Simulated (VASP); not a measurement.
# HCl in VASP: notebook, part 2 of 2

VASP 6.6.1. The steps go on from the part before.

## 4. Single point, PBE+D3(BJ)

Contents of INCAR:

```
PREC     = Accurate       # precision mode
ENCUT    = 520            # plane-wave cutoff, eV
EDIFF    = 1E-6           # SCF threshold, eV
ISMEAR   = -1             # smearing method
SIGMA    = 0.02           # smearing width, eV
LREAL    = Auto         
LASPH    = T              # aspherical terms in the spheres
NELM     = 80             # most SCF steps
ALGO     = Normal         # electronic algorithm
ISIF     = 2              # what is computed and relaxed
LWAVE    = F              # write WAVECAR
LCHARG   = F              # write CHGCAR
GGA      = PE             # functional
IVDW     = 12             # dispersion correction
NBANDS   = 66             # bands
```

Contents of KPOINTS:

```
regular mesh
0
Gamma
  1 1 1
```

Contents of POSCAR:

```
HCl
1.0
    8.4901850000      0.0000000000      0.0000000000
    0.0000000000      8.4901850000      0.0000000000
    0.0000000000      0.0000000000      8.4901850000
Cl H
12 12
Direct
    0.5540279747      1.0094597468      1.0249364413
    0.2725264526      0.5229450242      0.3260941899
    0.1299736107      0.2290409455      0.6599267272
    0.1789006953      0.0333090504      0.2645054260
    0.7256025634      0.6917988242      0.8620306860
    0.2036351387      0.8017139791      0.9664335936
    0.8806875233      0.2345885278      0.9996013043
    0.7351312133      0.5107073639      0.3149519121
    0.7627513417      0.1401971806      0.4709555799
    0.4009571052      0.3686727674      0.9907204613
   -0.0277261332      0.7321513018      0.5627439214
    0.4241250338      0.8538800980      0.5993862325
    0.4115222460      0.9494963891      0.9973280912
    0.1645076050      0.4297550642      0.2915837523
   -0.0051471199      0.2094065088      0.5917538899
    0.1884529018      0.0967352302      0.3999559491
    0.8362597517      0.5901167053      0.8291574330
    0.1205863005      0.7992405348      0.8305001599
    0.9694017268      0.2437873851      0.8737383225
    0.6716814769      0.4464684810      0.1925635307
    0.7492769592      0.2818548712      0.4219224905
    0.4649957569      0.2415377286      0.9432303301
    0.0929661721      0.6825528537      0.4810967017
    0.5232512601      0.7864846290      0.7015630401
```

Potentials or basis: VASP PAW PBE potentials, release 64 (Cl, H).

Command:

```bash
$ cat potpaw_PBE.64/Cl/POTCAR potpaw_PBE.64/H/POTCAR > POTCAR
$ mpirun -np 1 vasp_gam > vasp.out
```

OUTCAR:

```text
PREC = Accurate
   ENCUT = 520
   EDIFF = 1E-6
   ISMEAR = -1
   LREAL = Auto
   LASPH = T
   NELM = 80
   ISIF = 2
   GGA = PE
   IVDW = 12
 IVDW          = 12

 ion  position               nearest neighbor table
   1  0.554  0.009  0.025-  13 1.33
   2  0.273  0.523  0.326-  14 1.25
   3  0.130  0.229  0.660-  15 1.30
   4  0.179  0.033  0.265-  16 1.27
   5  0.726  0.692  0.862-  17 1.31
   6  0.204  0.802  0.966-  18 1.35
[... 16 lines left out ...]
  23  0.093  0.683  0.481-  11 1.31
  24  0.523  0.786  0.702-  12 1.34

  LATTYP: Found a simple cubic cell.
 ALAT       =     8.4901850000

  Lattice vectors:

 A1 = (   8.4901850000,   0.0000000000,   0.0000000000)
 A2 = (   0.0000000000,   8.4901850000,   0.0000000000)
 A3 = (   0.0000000000,   0.0000000000,   8.4901850000)

Analysis of symmetry for initial positions (statically):
=====================================================================
 Subroutine PRICEL returns:
[... 194 lines left out ...]
 cond. band min:       1.6992048587   @ k =   0.0000   0.0000   0.0000
 fundamental gap:      5.2509467794
 Fermi energy:        -3.0081847069

 k-point     1 :       0.0000    0.0000    0.0000
  band No.  band energies     occupation
      1     -17.9288      2.00000
      2     -17.7808      2.00000
      3     -17.7226      2.00000
      4     -17.6052      2.00000
      5     -17.4535      2.00000
      6     -17.3767      2.00000
[... 52 lines left out ...]
     59       4.0920      0.00000
     60       4.3080      0.00000
 [bands above 60 left out]

------------------------ aborting loop because EDIFF is reached ----------------------------------------

 Edisp (eV)   -1.47189

 E8    (eV) :    -0.4367

  FORCE on cell =-STRESS in cart. coord.  units (eV):
  Direction    XX          YY          ZZ          XY          YZ          ZX
  --------------------------------------------------------------------------------------
  -------------------------------------------------------------------------------------
  Total      -0.82976     2.93862    -0.64889     0.41099     0.74254    -1.88690
  in kB      -2.17226     7.69312    -1.69877     1.07593     1.94392    -4.93979
  external pressure =        1.27 kB  Pullay stress =        0.00 kB

 VOLUME and BASIS-vectors are now :
 -----------------------------------------------------------------------------
  energy-cutoff  :      520.00
  volume of cell :      612.00
      direct lattice vectors                 reciprocal lattice vectors
     8.490185000  0.000000000  0.000000000     0.117783064  0.000000000  0.000000000
     0.000000000  8.490185000  0.000000000     0.000000000  0.117783064  0.000000000
     0.000000000  0.000000000  8.490185000     0.000000000  0.000000000  0.117783064

 POSITION                                       TOTAL-FORCE (eV/Angst)
 -----------------------------------------------------------------------------------
      4.70380      0.08032      0.21171        -0.569029     -0.484972     -0.177655
      2.31380      4.43990      2.76860         0.858821      1.009810      0.565196
      1.10350      1.94460      5.60290         0.256514      0.109999      0.150566
      1.51890      0.28280      2.24570        -0.104802     -0.152862     -0.367129
      6.16050      5.87350      7.31880         0.408055     -0.321326      0.204230
      1.72890      6.80670      8.20520        -0.956328     -0.262928     -1.144241
[... 16 lines left out ...]
      0.78930      5.79500      4.08460        -0.062142      0.028989      0.038055
      4.44250      6.67740      5.95640        -0.646061      0.414908     -0.765493
 -----------------------------------------------------------------------------------
    total drift:                                0.001028      0.002833     -0.000085

  FREE ENERGIE OF THE ION-ELECTRON SYSTEM (eV)
  ---------------------------------------------------
  free  energy   TOTEN  =       -75.2869100714 eV

  energy  without entropy=      -75.2869100714  energy(sigma->0) =      -75.28691007
```

Run time: 70 s. Hardware: 1 thread of Intel Xeon Platinum 8488C (Sapphire Rapids), shared host; peak memory 0.51 GiB.

Results:

| Quantity | Value |
| --- | --- |
| Free energy | -75.2869 eV |
| Pressure | 0.1 GPa |
| Largest force | 1.514 eV/Å |
| Dispersion energy per atom | -0.061 eV |

Forces in eV/Å, atoms in the order of the input:
```
Cl  -0.569 -0.485 -0.178
Cl   0.859  1.010  0.565
Cl   0.257  0.110  0.151
Cl  -0.105 -0.153 -0.367
Cl   0.408 -0.321  0.204
Cl  -0.956 -0.263 -1.144
Cl   0.186  0.114 -0.224
Cl  -0.005  0.141 -0.058
Cl   0.193 -0.870  0.416
Cl  -0.317  0.870  0.028
Cl   0.277 -0.018 -0.036
Cl   0.664 -0.450  0.610
H    0.670  0.278  0.102
H   -0.964 -0.893 -0.412
H   -0.407 -0.167 -0.230
H    0.104  0.218  0.549
H   -0.454  0.246 -0.003
H    0.818  0.091  1.021
H   -0.071 -0.057  0.263
H   -0.108  0.005 -0.096
H   -0.112  0.807 -0.305
H    0.340 -0.656 -0.128
H   -0.062  0.029  0.038
H   -0.646  0.415 -0.765
```

Caveat: the k points lie up to 0.74 Å⁻¹ apart.

## 5. Single point, PBE+D3(BJ)

Contents of INCAR:

```
SYSTEM = HCl
ALGO     = Normal         ! electronic algorithm
EDIFF    = 1E-6           ! SCF threshold, eV
ENCUT    = 520            ! plane-wave cutoff, eV
GGA      = PE             ! functional
ISIF     = 2              ! what is computed and relaxed
ISMEAR   = -1             ! smearing method
IVDW     = 12             ! dispersion correction
LASPH    = .TRUE.         ! aspherical terms in the spheres
LCHARG   = .FALSE.        ! write CHGCAR
LREAL    = Auto         
LWAVE    = .FALSE.        ! write WAVECAR
NBANDS   = 66             ! bands
NELM     = 60             ! most SCF steps
PREC     = Accurate       ! precision mode
SIGMA    = 0.02           ! smearing width, eV
```

Contents of KPOINTS:

```
k-points
0
G
  1 1 1
  0 0 0
```

Contents of POSCAR:

```
HCl
1.0
    8.4901850000      0.0000000000      0.0000000000
    0.0000000000      8.4901850000      0.0000000000
    0.0000000000      0.0000000000      8.4901850000
Cl H
12 12
Direct
    0.5306009233      1.0044893015      1.0220860912
    0.2488638351      0.5344642078      0.3267891100
    0.1300678372      0.2222684194      0.6859921191
    0.1798311815     -0.0016371846      0.2644465344
    0.7145780687      0.6782184369      0.8793683530
    0.1788064689      0.7900652341      0.9489781436
    0.8852221712      0.2378511187      1.0136999370
    0.7194071743      0.5324383391      0.3277313745
    0.7824800049      0.1544724879      0.4539123706
    0.3741496799      0.3586729853      0.9929465612
   -0.0088455081      0.7756250305      0.5668898852
    0.4171876113      0.8341632132      0.6188675512
    0.3840081223      0.9496612854      1.0622854508
    0.1391724680      0.4449608577      0.2596880987
    0.0003886841      0.1918332757      0.6024957053
    0.2405130159      0.0875363729      0.3763286666
    0.7177228765      0.5591279813      0.7802067917
    0.2632922604      0.8234096195      0.8247994596
    1.0106729123      0.2348240939      0.9200270665
    0.7090540430      0.4952188910      0.1736240141
    0.7541178431      0.3021960063      0.3876005058
    0.4644657331      0.2302541111      1.0017685127
    0.0814823234      0.6882182190      0.4815089424
    0.5576556930      0.8798865985      0.6361816615
```

Potentials or basis: VASP PAW PBE potentials, release 64 (Cl, H).

Command:

```bash
$ cat potpaw_PBE.64/Cl/POTCAR potpaw_PBE.64/H/POTCAR > POTCAR
$ mpirun -np 1 vasp_gam > vasp.out
```

OUTCAR:

```text
SYSTEM = HCl
   EDIFF = 1E-6
   ENCUT = 520
   GGA = PE
   ISIF = 2
   ISMEAR = -1
   IVDW = 12
   LASPH = .TRUE.
   LREAL = Auto
   NELM = 60
   PREC = Accurate
 IVDW          = 12

 ion  position               nearest neighbor table
   1  0.531  0.004  0.022-  13 1.37
   2  0.249  0.534  0.327-  14 1.33
   3  0.130  0.222  0.686-  15 1.33
   4  0.180  0.998  0.264-  16 1.32
   5  0.715  0.678  0.879-  17 1.32
   6  0.179  0.790  0.949-  18 1.31
[... 16 lines left out ...]
  23  0.081  0.688  0.482-  11 1.29
  24  0.558  0.880  0.636-  12 1.26

  LATTYP: Found a simple cubic cell.
 ALAT       =     8.4901850000

  Lattice vectors:

 A1 = (   8.4901850000,   0.0000000000,   0.0000000000)
 A2 = (   0.0000000000,   8.4901850000,   0.0000000000)
 A3 = (   0.0000000000,   0.0000000000,   8.4901850000)

Analysis of symmetry for initial positions (statically):
=====================================================================
 Subroutine PRICEL returns:
 Original cell was already a primitive cell.

 Routine SETGRP: Setting up the symmetry group for a
[... 194 lines left out ...]

 k-point     1 :       0.0000    0.0000    0.0000
  band No.  band energies     occupation
      1     -17.8814      2.00000
      2     -17.8360      2.00000
      3     -17.4448      2.00000
      4     -17.3671      2.00000
      5     -17.3397      2.00000
      6     -17.2107      2.00000
[... 52 lines left out ...]
     59       4.0669      0.00000
     60       4.3712      0.00000
 [bands above 60 left out]

------------------------ aborting loop because EDIFF is reached ----------------------------------------

 Edisp (eV)   -1.48332

 E8    (eV) :    -0.4423

  FORCE on cell =-STRESS in cart. coord.  units (eV):
  Direction    XX          YY          ZZ          XY          YZ          ZX
  --------------------------------------------------------------------------------------
  -------------------------------------------------------------------------------------
  Total      -2.59532    -2.77210    -2.56059    -1.37828    -0.34013    -0.99056
  in kB      -6.79439    -7.25719    -6.70346    -3.60824    -0.89044    -2.59323
  external pressure =       -6.92 kB  Pullay stress =        0.00 kB

 VOLUME and BASIS-vectors are now :
 -----------------------------------------------------------------------------
  energy-cutoff  :      520.00
  volume of cell :      612.00
      direct lattice vectors                 reciprocal lattice vectors
     8.490185000  0.000000000  0.000000000     0.117783064  0.000000000  0.000000000
     0.000000000  8.490185000  0.000000000     0.000000000  0.117783064  0.000000000
     0.000000000  0.000000000  8.490185000     0.000000000  0.000000000  0.117783064

 POSITION                                       TOTAL-FORCE (eV/Angst)
 -----------------------------------------------------------------------------------
      4.50490      0.03812      0.18752        -0.925327     -0.684087      0.435613
      2.11290      4.53770      2.77450        -0.888942     -0.581647     -0.285999
      1.10430      1.88710      5.82420        -0.420509     -0.116373     -0.429134
      1.52680      8.47628      2.24520         0.374317      0.676333      0.640679
      6.06690      5.75820      7.46600         0.027491     -0.720122     -0.459695
      1.51810      6.70780      8.05700         0.044878     -0.036981     -0.072044
[... 16 lines left out ...]
      0.69180      5.84310      4.08810         0.150063     -0.143425     -0.241256
      4.73460      7.47040      5.40130         0.745668      0.242693      0.246303
 -----------------------------------------------------------------------------------
    total drift:                                0.000665     -0.002272      0.000571

  FREE ENERGIE OF THE ION-ELECTRON SYSTEM (eV)
  ---------------------------------------------------
  free  energy   TOTEN  =       -75.1163182333 eV

  energy  without entropy=      -75.1163182333  energy(sigma->0) =      -75.11631823
```

OSZICAR:

```text
N       E                     dE             d eps       ncg     rms          rms(c)
DAV:   1     0.910213489804E+03    0.91021E+03   -0.42623E+04   132   0.125E+03
DAV:   2     0.551947850338E+02   -0.85502E+03   -0.82610E+03   174   0.241E+02
DAV:   3    -0.719307153515E+02   -0.12713E+03   -0.12642E+03   160   0.105E+02
DAV:   4    -0.751341652486E+02   -0.32034E+01   -0.31925E+01   160   0.202E+01
DAV:   5    -0.752062358033E+02   -0.72071E-01   -0.72049E-01   160   0.316E+00    0.251E+01
DAV:   6    -0.739057633421E+02    0.13005E+01   -0.18197E+00   160   0.408E+00    0.144E+01
DAV:   7    -0.736449986907E+02    0.26076E+00   -0.16793E+00   160   0.412E+00    0.313E+00
DAV:   8    -0.736359884701E+02    0.90102E-02   -0.20172E-01   160   0.161E+00    0.127E+00
DAV:   9    -0.736340935790E+02    0.18949E-02   -0.16329E-02   160   0.488E-01    0.493E-01
DAV:  10    -0.736335370769E+02    0.55650E-03   -0.64462E-03   152   0.292E-01    0.199E-01
DAV:  11    -0.736333306808E+02    0.20640E-03   -0.80024E-04   176   0.117E-01    0.129E-01
DAV:  12    -0.736332186866E+02    0.11199E-03   -0.34299E-04   168   0.773E-02    0.748E-02
DAV:  13    -0.736330378380E+02    0.18085E-03   -0.14842E-04   160   0.880E-02    0.255E-02
DAV:  14    -0.736329959149E+02    0.41923E-04   -0.18194E-04   168   0.607E-02    0.185E-02
DAV:  15    -0.736329954668E+02    0.44808E-06   -0.46773E-05   160   0.257E-02    0.138E-02
DAV:  16    -0.736329947652E+02    0.70163E-06   -0.26767E-06   136   0.606E-03
   1 F= -.75116318E+02 E0= -.75116318E+02  d E =-.438331E-10
```

stdout:

```text
POSCAR found type information on POSCAR ClH
 POSCAR found :  2 types and      24 ions
 scaLAPACK will be used
 LDA part: xc-table for (Slater+PW92), standard interpolation
 POSCAR, INCAR and KPOINTS ok, starting setup
 FFT: planning ... GRIDC
 FFT: planning ... GRID_SOFT
 FFT: planning ... GRID
 WAVECAR not read
 entering main loop
```

Wall time 63 s (1 thread of Intel Xeon Platinum 8488C (Sapphire Rapids), shared host); peak memory 0.53 GiB.

Results:

| Quantity | Value |
| --- | --- |
| Free energy | -75.1163 eV |
| Pressure | -0.7 GPa |
| Largest force | 1.450 eV/Å |
| Dispersion energy per atom | -0.062 eV |

Forces on the atoms (eV/Å):
```
Cl  -0.925 -0.684  0.436
Cl  -0.889 -0.582 -0.286
Cl  -0.421 -0.116 -0.429
Cl   0.374  0.676  0.641
Cl   0.027 -0.720 -0.460
Cl   0.045 -0.037 -0.072
Cl   0.480  0.014 -0.220
Cl  -0.072 -0.335 -1.409
Cl  -0.213  1.170 -0.540
Cl   0.365 -0.095 -0.121
Cl  -0.230  0.049  0.198
Cl  -0.741 -0.208 -0.464
H    1.194  0.492 -0.351
H    0.803  0.626  0.429
H    0.441  0.125  0.300
H   -0.332 -0.512 -0.525
H    0.027  0.597  0.571
H   -0.080 -0.070  0.154
H   -0.568  0.034  0.246
H    0.046  0.381  1.211
H    0.254 -1.229  0.714
H   -0.481  0.324 -0.028
H    0.150 -0.143 -0.241
H    0.746  0.243  0.246
```

Caveat: the k points lie up to 0.74 Å⁻¹ apart.

## 6. The runs side by side

```csv
cell,pressure (GPa),largest force (eV/Å)
"as given, atomic positions A",-0.3,0.39
"as given, atomic positions B",0.2,0.81
"as given, atomic positions C",0.1,1.51
"as given, atomic positions D",-0.7,1.45
```

Alike in all rows: task single point; level PBE+D3(BJ); potentials or basis VASP PAW PBE potentials, release 64 (Cl, H); no spin polarisation; k mesh 1 × 1 × 1; cutoff (eV) 520; smearing fermi-dirac 0.02 eV.

Caveats: all runs use coarse meshes.

Total energies depend on the potentials used, so only differences within one code and one set of settings carry meaning.
